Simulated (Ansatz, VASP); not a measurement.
# One calculation of VSbS, two programs

```
CELL_PARAMETERS angstrom
4.47276 0.00000 0.00000
-2.23638 3.87352 0.00000
0.00000 0.00000 3.89333
ATOMIC_POSITIONS crystal
V 0.66667 0.33333 0.50000
Sb 0.33333 0.66667 0.00000
S 0.00000 0.00000 0.50000
```

Change from the starting cell: species swapped into the ErCuGe type (P-6m2, No. 187).

Alike in both runs: task relaxation of cell and atoms; functional PBE; k mesh 6 × 6 × 4; occupations gaussian, width 0.1 eV; collinear spin.

|  | VASP | Ansatz |
| --- | --- | --- |
| version | VASP 6.6.1 | Ansatz 0.2.0 |
| potentials or method | VASP PAW PBE potentials, release 64 (V_sv, Sb, S), cutoff 600 eV | scalar-relativistic, plane waves, PAW |
| valence electrons in the cell | 24 | 34 |

```csv
,VASP,Ansatz,Ansatz less VASP
"gap on the k mesh at the Fermi level, each at its own relaxed structure (eV)",none,none,-
net moment per atom (μB),0.00,0.12,+0.124
size of the moment on the site where the two differ most (μB),0.00,0.39,+0.391
relaxed volume (Å³/atom),17.73,17.84,+0.116
relaxed cell length with the largest relative difference (Å),3.486,3.513,+0.0268
```

The net moments are unlike, so the other rows may belong to different states. Site moments also hang on the region over which each program counts them. A gap of «none» marks a metal or a gap that the smearing closes. VASP's potentials hold 24 valence electrons a cell and Ansatz's 34, so a difference there can come from the potentials and not from the codes.

The k mesh is coarse, so the values compare programs but aren't converged. Neither program's run includes spin-orbit coupling. Noted on VASP's run: the volume moved by over 15 % at a fixed basis, so the end points are rough.
